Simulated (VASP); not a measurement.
## GaNi: relaxation of cell and atoms with LDA

Crystal: GaNi.

```
Ga Ni
1.0
     2.77975    0.00000    0.00000
     0.00000    2.77975    0.00000
     0.00000    0.00000    2.77975
Ga Ni
1 1
Cartesian
  0.0000 0.0000 0.0000
  1.3899 1.3899 1.3899
```

```json
{
 "Program": "VASP 6.6.1",
 "Task": "relaxation of cell and atoms",
 "Functional": "LDA",
 "Potentials or basis": "VASP PAW LDA potentials, release 64 (Ga_d, Ni)",
 "Cutoff": "600 eV",
 "k mesh": "16 × 16 × 16",
 "Occupations": "fermi-dirac, width 0.15 eV",
 "Spin": "no spin polarisation",
 "Target pressure": "15 GPa",
 "Dipole correction": "no",
 "Further INCAR settings": "ALGO = Normal; EDIFF = 1e-06; IBRION = 2; EDIFFG = -0.001; NSW = 80; ISIF = 3"
}
```

```json
{
 "Relaxed volume": "10.77 Å³/atom",
 "Relaxed cell": "a = 2.782 Å, b = 2.782 Å, c = 2.782 Å, α = 90.00°, β = 90.00°, γ = 90.00°",
 "Space group after relaxing (to 0.05 Å)": "Pm-3m (No. 221)",
 "Energy change on relaxing (the enthalpy is what falls)": "-2.6 meV/atom",
 "Ionic steps": "6",
 "Pressure after relaxing": "15.0 GPa"
}
```

Step by step:
| step | energy change (eV) | largest force (eV/Å) | pressure (GPa) | volume (Å³) |
| --- | --- | --- | --- | --- |
| 1 | 0.0000 | 0.0000 | 15.63 | 21.48 |
| 2 | -0.0122 | 0.0000 | 14.09 | 21.61 |
| 3 | -0.0049 | 0.0000 | 15.05 | 21.53 |
| 4 | -0.0053 | 0.0000 | 14.95 | 21.53 |
| 5 | -0.0051 | 0.0000 | 15.06 | 21.53 |
| 6 | -0.0052 | 0.0000 | 15.01 | 21.53 |

Final structure:
```yaml
crystal:
  lattice:
    - [2.78211, 0.00000, 0.00000]
    - [0.00000, 2.78211, 0.00000]
    - [0.00000, 0.00000, 2.78211]
  atoms:
    - { symbol: Ga, position: [0.00000, 0.00000, 0.00000] }
    - { symbol: Ni, position: [0.50000, 0.50000, 0.50000] }
```

Levels at points of the mesh, in eV from the Fermi level:
```tsv
k point	band 10	band 11	band 12	band 13	band 14	band 15
(0.00, 0.00, 0.00)	-1.70	-1.70	5.20	5.20	5.20	11.35
(0.50, 0.00, 0.00)	-2.70	-1.71	-0.76	11.11	11.11	12.21
(0.50, 0.50, 0.00)	-2.17	-2.17	-1.16	1.85	2.68	12.36
(0.50, 0.50, 0.50)	-1.12	1.07	3.64	3.64	3.64	4.47
```

It took 49 s on 1 thread of Intel(R) Xeon(R) 6975P-C (Granite Rapids), on a shared host, peak memory 0.19 GiB.

Caveat: the cell is relaxed towards a set pressure, so the enthalpy falls and the energy may rise. Spin polarisation is off, so any magnetic state and its effect on volume and gap are missing.
